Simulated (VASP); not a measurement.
A run of VASP 6.6.1 is set up as follows.

The input POSCAR:

```
ZnS
1.0
    0.0000000000      2.7051396952      2.7051396952
    2.7051396952      0.0000000000      2.7051396952
    2.7051396952      2.7051396952      0.0000000000
Zn S
1 1
Direct
    0.2500000000      0.2500000000      0.2500000000
    0.0000000000      0.0000000000      0.0000000000
```

The input INCAR.step1:

```
ALGO = Normal ; EDIFF = 1E-4
ENCUT = 600 ; GGA = PE
ISMEAR = 0 ; LASPH = T
LCHARG = F ; LREAL = F
LWAVE = T ; NELM = 60
PREC = Accurate ; SIGMA = 0.02
```

File INCAR.step2:

```
ALGO = Normal ; EDIFF = 1E-7
EDIFFG = -0.005 ; ENCUT = 600
IBRION = 2 ; ISIF = 3
ISMEAR = 0 ; ISTART = 1
LASPH = T ; LCHARG = F
LMIXTAU = T ; LREAL = F
LWAVE = F ; METAGGA = R2SCAN
NELM = 60 ; NSW = 100
PREC = Accurate ; SIGMA = 0.02
```

KPOINTS

```
k-points
0
Gamma
  8 8 8
```

Potentials or basis: VASP PAW PBE potentials, release 64 (Zn, S).

Run with:

```bash
$ cat potpaw_PBE.64/Zn/POTCAR potpaw_PBE.64/S/POTCAR > POTCAR
$ cp INCAR.step1 INCAR
$ mpirun -np 1 vasp_std > vasp.out
$ cp INCAR.step2 INCAR
$ mpirun -np 1 vasp_std > vasp.out
```

(1) What does it give for the relaxed cell?

(2) Predict the band gap on the k mesh.

(3) Estimate the space group after relaxing (to 0.05 Å).

(4) What does it give for the relaxed volume?

Answers

(1) a = 3.811 Å, b = 3.811 Å, c = 3.811 Å, α = 60.00°, β = 60.00°, γ = 60.00°.

(2) 2.71 eV, direct.

(3) F-43m (No. 216).

(4) 19.57 Å³/atom.

Caveat: the PAW data sets were made with another functional, which shifts forces and pressure a little.
